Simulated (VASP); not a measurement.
# ScAl3As4 (I-42m) in VASP: single point with PBE

Aim: the single point of ScAl3As4 with PBE.

Everything below comes from runs of VASP 6.6.1. Logs are shortened: lines on timing, memory, paths and dates and some standing lists are left out, and cuts for length are marked.

## 1. The cell of the first run

The structure is tetragonal, space group I-42m (No. 121). Conventional cell: a = 5.819 Å, b = 5.819 Å, c = 11.624 Å, α = 90.00°, β = 90.00°, γ = 90.00°. Sc (site symmetry -42m) has 4 As at 2.62 Å within 3.5 Å. Al (site symmetry -4) has 4 As at 2.49 Å within 3.3 Å. Al (site symmetry -42m) has 4 As at 2.48 Å within 3.3 Å. Within 3.3 Å of As (site symmetry m) lie 3 Al at 2.48 to 2.49 Å and 1 Sc at 2.62 Å.

## 2. Single point, PBE

Contents of INCAR:

```
SYSTEM = ScAl3As4
PREC = Accurate
ENCUT = 520
EDIFF = 1E-6
ISMEAR = 0
SIGMA = 0.2
LREAL = .FALSE.
LASPH = .TRUE.
NELM = 100
ALGO = Normal
ISIF = 2
LWAVE = .FALSE.
LCHARG = .TRUE.
GGA = PE
LELF = .TRUE.
LVHAR = .TRUE.
NBANDS = 30
```

Contents of KPOINTS:

```
regular mesh
0
G
  4 4 4
  0 0 0
```

Contents of POSCAR:

```
ScAl3As4
1.0
   -2.9092911069      2.9092911069      5.8121120953
    2.9092911069     -2.9092911069      5.8121120953
    2.9092911069      2.9092911069     -5.8121120953
Sc Al As
1 3 4
Direct
    0.0000000000      0.0000000000      0.0000000000
    0.2500000000      0.7500000000      0.5000000000
    0.7500000000      0.2500000000      0.5000000000
    0.5000000000      0.5000000000      0.0000000000
    0.3907426685      0.8683771232      0.0000000000
    0.8683771232      0.3907426685      0.0000000000
    0.1316228768      0.1316228768      0.5223655452
    0.6092573315      0.6092573315      0.4776344548
```

Potentials or basis: VASP PAW PBE potentials, release 64 (Sc_sv, Al, As).

Command:

```
$ cat potpaw_PBE.64/Sc_sv/POTCAR potpaw_PBE.64/Al/POTCAR potpaw_PBE.64/As/POTCAR > POTCAR
$ mpirun -np 1 vasp_std > vasp.out
```

OUTCAR:

```text
SYSTEM = ScAl3As4
   PREC = Accurate
   ENCUT = 520
   EDIFF = 1E-6
   ISMEAR = 0
   LREAL = .FALSE.
   LASPH = .TRUE.
   NELM = 100
   ISIF = 2
   GGA = PE

 ion  position               nearest neighbor table
   1  0.000  0.000  0.000-   7 2.62   8 2.62   6 2.62   5 2.62
   2  0.250  0.750  0.500-   8 2.49   5 2.49   6 2.49   7 2.49
   3  0.750  0.250  0.500-   8 2.49   6 2.49   5 2.49   7 2.49
   4  0.500  0.500  0.000-   7 2.48   6 2.48   5 2.48   8 2.48
   5  0.391  0.868  0.000-   4 2.48   3 2.49   2 2.49   1 2.62
   6  0.868  0.391  0.000-   4 2.48   2 2.49   3 2.49   1 2.62
   7  0.132  0.132  0.522-   4 2.48   3 2.49   2 2.49   1 2.62
   8  0.609  0.609  0.478-   4 2.48   3 2.49   2 2.49   1 2.62

  LATTYP: Found a body centered tetragonal cell.
 ALAT       =     5.8185822138
 C/A-ratio  =     1.9977760498

  Lattice vectors:

 A1 = (  -2.9092911069,   2.9092911069,   5.8121120953)
 A2 = (   2.9092911069,  -2.9092911069,   5.8121120953)
 A3 = (   2.9092911069,   2.9092911069,  -5.8121120953)

Analysis of symmetry for initial positions (statically):
=====================================================================
 Subroutine PRICEL returns:
 Original cell was already a primitive cell.

 Routine SETGRP: Setting up the symmetry group for a
 body centered tetragonal supercell.

 Subroutine GETGRP returns: Found  8 space group operations
 (whereof  8 operations were pure point group operations)
 out of a pool of 16 trial point group operations.

The static configuration has the point symmetry D_2d.

Analysis of symmetry for dynamics (positions and initial velocities):
=====================================================================
 Subroutine PRICEL returns:
 Original cell was already a primitive cell.

 Routine SETGRP: Setting up the symmetry group for a
 body centered tetragonal supercell.

 Subroutine GETGRP returns: Found  8 space group operations
 (whereof  8 operations were pure point group operations)
 out of a pool of 16 trial point group operations.

The dynamic configuration has the point symmetry D_2d.

 Subroutine INISYM returns: Found  8 space group operations
 (whereof  8 operations are pure point group operations),
 and found     1 'primitive' translations

----------------------------------------------------------------------------------------

                                     Primitive cell

  volume of cell :     196.7743

  direct lattice vectors                    reciprocal lattice vectors
    -2.909291107  2.909291107  5.812112095     0.000000000  0.171863173  0.086027247
     2.909291107 -2.909291107  5.812112095     0.171863173  0.000000000  0.086027247
     2.909291107  2.909291107 -5.812112095     0.171863173  0.171863173  0.000000000

  length of vectors
     7.120996875  7.120996875  7.120996875     0.192191668  0.192191668  0.243051230

  position of ions in fractional coordinates (direct lattice)
     0.000000000  0.000000000  0.000000000
     0.250000000  0.750000000  0.500000000
     0.750000000  0.250000000  0.500000000
     0.500000000  0.500000000  0.000000000
     0.390742669  0.868377123  0.000000000
     0.868377123  0.390742669  0.000000000
     0.131622877  0.131622877  0.522365545
     0.609257331  0.609257331  0.477634455

  ion indices of the primitive-cell ions
   primitive index   ion index
                 1           1
                 2           2
                 3           3
                 4           4
                 5           5
                 6           6
                 7           7
                 8           8

----------------------------------------------------------------------------------------

 KPOINTS: regular mesh

Automatic generation of k-mesh.
 Grid dimensions read from file:
 generate k-points for:    4    4    4

 Generating k-lattice:

  Cartesian coordinates                     Fractional coordinates (reciprocal lattice)
     0.000000000  0.042965793  0.021506812     0.250000000 -0.000000000  0.000000000
     0.042965793  0.000000000  0.021506812    -0.000000000  0.250000000  0.000000000
     0.042965793  0.042965793  0.000000000     0.000000000  0.000000000  0.250000000

  Length of vectors
     0.048047917  0.048047917  0.060762807

  Shift w.r.t. Gamma in fractional coordinates (k-lattice)
     0.000000000  0.000000000  0.000000000

 Subroutine IBZKPT returns following result:
 ===========================================

 Found     13 irreducible k-points:

 Following reciprocal coordinates:
            Coordinates               Weight
  0.000000  0.000000  0.000000      1.000000
  0.250000  0.000000  0.000000      8.000000
  0.500000  0.000000  0.000000      4.000000
  0.250000  0.250000 -0.000000      8.000000
  0.500000  0.250000 -0.000000     16.000000
 -0.250000  0.250000  0.000000      4.000000
  0.500000  0.500000 -0.000000      2.000000
  0.250000  0.250000  0.250000      2.000000
 -0.250000  0.250000  0.250000      4.000000
  0.500000  0.500000  0.250000      4.000000
 -0.250000  0.500000  0.250000      8.000000
 -0.250000 -0.250000  0.250000      2.000000
  0.500000  0.500000  0.500000      1.000000
   k-points           NKPTS =     13   k-points in BZ     NKDIM =     13   number of bands    NBANDS=     30
   number of dos      NEDOS =    301   number of ions     NIONS =      8
   total plane-waves  NPLWV = 157464
   dimension x,y,z NGX =    54 NGY =   54 NGZ =   54
   dimension x,y,z NGXF=   108 NGYF=  108 NGZF=  108
   ions per type =               1   3   4
   NGX,Y,Z   is equivalent  to a cutoff of  12.61, 12.61, 12.61 a.u.
   NGXF,Y,Z  is equivalent  to a cutoff of  25.21, 25.21, 25.21 a.u.
 SYSTEM =  ScAl3As4
   PREC   = accura    normal or accurate (medium, high low for compatibility)
   ISTART =      0    job   : 0-new  1-cont  2-samecut
   ICHARG =      2    charge: 1-file 2-atom 10-const
   ISPIN  =      1    spin polarized calculation?
   LNONCOLLINEAR =      F non collinear calculations
   LSORBIT =      F    spin-orbit coupling
   LASPH  =      T    aspherical Exc in radial PAW
   ENCUT  =  520.0 eV  38.22 Ry    6.18 a.u.  13.24 13.24 13.24*2*pi/ulx,y,z
   NELM   =    100;   NELMIN=  2; NELMDL= -5     # of ELM steps
   EDIFF  = 0.1E-05   stopping-criterion for ELM
   LREAL  =      F    real-space projection
   EDIFFG = 0.1E-04   stopping-criterion for IOM
   NSW    =      0    number of steps for IOM
   IBRION =     -1    ionic relax: 0-MD 1-quasi-New 2-CG
   NFREE  =      0    steps in history (QN), initial steepest desc. (CG)
   ISIF   =      2    stress and relaxation
   ISYM   =      2    0-nonsym 1-usesym 2-fastsym
   POTIM  = 0.5000    time-step for ionic-motion
   TEBEG  =    0.0;   TEEND  =   0.0 temperature during run
   PSTRESS=    0.0 pullay stress
   NELECT =      40.0000    total number of electrons
   NUPDOWN=      -1.0000    fix difference up-down
   EMIN   =  10.00;   EMAX   =-10.00  energy-range for DOS
   EFERMI =   0.00;   METHOD = LEGACY
   ISMEAR =     0;   SIGMA  =   0.20  broadening in eV -4-tet -1-fermi 0-gaus
   EFERMI_NEDOS =   21; number of points for ismear=-14 and -15
   IALGO  =     38    algorithm
   IMIX   =      4    mixing-type and parameters
     AMIX     =   0.40;   BMIX     =  1.00
     AMIX_MAG =   1.60;   BMIX_MAG =  1.00
  volume/ion in A,a.u.               =      24.60       165.99
  Fermi-wavevector in a.u.,A,eV,Ry     =   0.962584  1.819020 12.606727  0.926568
  Thomas-Fermi vector in A             =   2.092056
   LORBIT       =      0    0 simple, 1 ext, 2 COOP (PROOUT), +10 PAW based schemes
   GGA     = PE    functional components
   LHFCALC =     F    Hartree Fock is set to
   AEXX    =    0.0000 exact exchange contribution
   IVDW    =     0    specifies the selected vdW correction
   LEPSILON=     F    determine dielectric tensor
   LRPA    =     F    only Hartree local field effects (RPA)
 non-spin polarized calculation
 Gauss-broadening in eV      SIGMA  =   0.20
  energy-cutoff  :      520.00
  volume of cell :      196.77
 maximum number of plane-waves:      5340
 NGX is ok and might be reduce to    54
   NGX = 27   NGY = 27   NGZ = 27

 number of electron      40.0000001 magnetization

 Free energy of the ion-electron system (eV)
  ---------------------------------------------------
  ext. energy  EPLUGINS =         0.00000000
  ---------------------------------------------------
  free energy    TOTEN  =       -40.46116698 eV

  energy without entropy =      -40.46116698  energy(sigma->0) =      -40.46116698

 E-fermi :   3.5975     XC(G=0):  -8.8651

 val. band max:        2.7739134626   @ k =   0.0000   0.0000   0.0000
 cond. band min:       4.3853490390   @ k =   0.5000   0.5000   0.5000
 fundamental gap:      1.6114355764
 Fermi energy:         3.5975415784

 k-point     1 :       0.0000    0.0000    0.0000
  band No.  band energies     occupation
      1     -46.1707      2.00000
      2     -24.8190      2.00000
      3     -24.8190      2.00000
      4     -24.8069      2.00000
      5      -8.1043      2.00000
      6      -6.4276      2.00000
[... 22 lines left out ...]
     29       7.7751      0.00000
     30       7.7751      0.00000

 k-point     2 :       0.2500    0.0000    0.0000
  band No.  band energies     occupation
      1     -46.1707      2.00000
      2     -24.8191      2.00000
      3     -24.8189      2.00000
      4     -24.8069      2.00000
      5      -7.8862      2.00000
      6      -6.6583      2.00000
[... 22 lines left out ...]
     29       7.4564      0.00000
     30       7.9497      0.00000

 k-point     3 :       0.5000    0.0000    0.0000
  band No.  band energies     occupation
      1     -46.1707      2.00000
      2     -24.8192      2.00000
      3     -24.8189      2.00000
      4     -24.8069      2.00000
      5      -7.4132      2.00000
      6      -7.1828      2.00000
[... 319 lines left out ...]
     29       7.5082      0.00000
     30       7.5222      0.00000

 k-point    13 :       0.5000    0.5000    0.5000
  band No.  band energies     occupation
      1     -46.1707      2.00000
      2     -24.8190      2.00000
      3     -24.8190      2.00000
      4     -24.8070      2.00000
      5      -7.5655      2.00000
      6      -7.2603      2.00000
[... 22 lines left out ...]
     29       6.9199      0.00000
     30       7.4064      0.00000

------------------------ aborting loop because EDIFF is reached ----------------------------------------

  FORCE on cell =-STRESS in cart. coord.  units (eV):
  Direction    XX          YY          ZZ          XY          YZ          ZX
  --------------------------------------------------------------------------------------
  -------------------------------------------------------------------------------------
  Total        0.9623124      0.9623124      1.0181020      0.0000000     -0.0000000      0.0000000
  in kB        7.8353487      7.8353487      8.2895995      0.0000000     -0.0000000      0.0000000
  external PRESSURE =       7.9867656 kB  Pullay stress =       0.0000000 kB

 VOLUME and BASIS-vectors are now :
 -----------------------------------------------------------------------------
  energy-cutoff  :      520.00
  volume of cell :      196.77
      direct lattice vectors                 reciprocal lattice vectors
    -2.909291107  2.909291107  5.812112095     0.000000000  0.171863173  0.086027247
     2.909291107 -2.909291107  5.812112095     0.171863173  0.000000000  0.086027247
     2.909291107  2.909291107 -5.812112095     0.171863173  0.171863173  0.000000000

 POSITION                                       TOTAL-FORCE (eV/Angst)
 -----------------------------------------------------------------------------------
      0.00000      0.00000      0.00000         0.000000     -0.000000     -0.000000
      2.90929     -0.00000      2.90606         0.000000     -0.000000     -0.000000
     -0.00000      2.90929      2.90606        -0.000000     -0.000000     -0.000000
      0.00000      0.00000      5.81211         0.000000     -0.000000     -0.000000
      1.38958     -1.38958      7.31815        -0.010645      0.010645      0.004815
     -1.38958      1.38958      7.31815         0.010645     -0.010645      0.004815
      1.51971      1.51971     -1.50603         0.010645      0.010645     -0.004815
      1.38958      1.38958      4.30608        -0.010645     -0.010645     -0.004815
 -----------------------------------------------------------------------------------
    total drift:                               -0.000000     -0.000000      0.000000

  FREE ENERGIE OF THE ION-ELECTRON SYSTEM (eV)
  ---------------------------------------------------
  free  energy   TOTEN  =       -40.4611669838 eV

  energy  without entropy=      -40.4611669832  energy(sigma->0) =      -40.46116698
```

It took 2.3 min on 1 thread of Intel Xeon Platinum 8488C (Sapphire Rapids), shared host; peak memory 0.42 GiB.

What came out:

* Free energy: -40.4612 eV
* Pressure: 0.8 GPa
* Largest force: 0.016 eV/Å
* Band gap on the k mesh: 1.61 eV, indirect (least direct gap 1.72 eV)

Forces in eV/Å, atoms in the order of the input:
```
Sc   0.000  0.000  0.000
Al   0.000  0.000  0.000
Al   0.000  0.000  0.000
Al   0.000  0.000  0.000
As  -0.011  0.011  0.005
As   0.011 -0.011  0.005
As   0.011  0.011 -0.005
As  -0.011 -0.011 -0.005
```

A k mesh can miss the band edges. As with any semilocal functional, this PBE gap is likely too small.
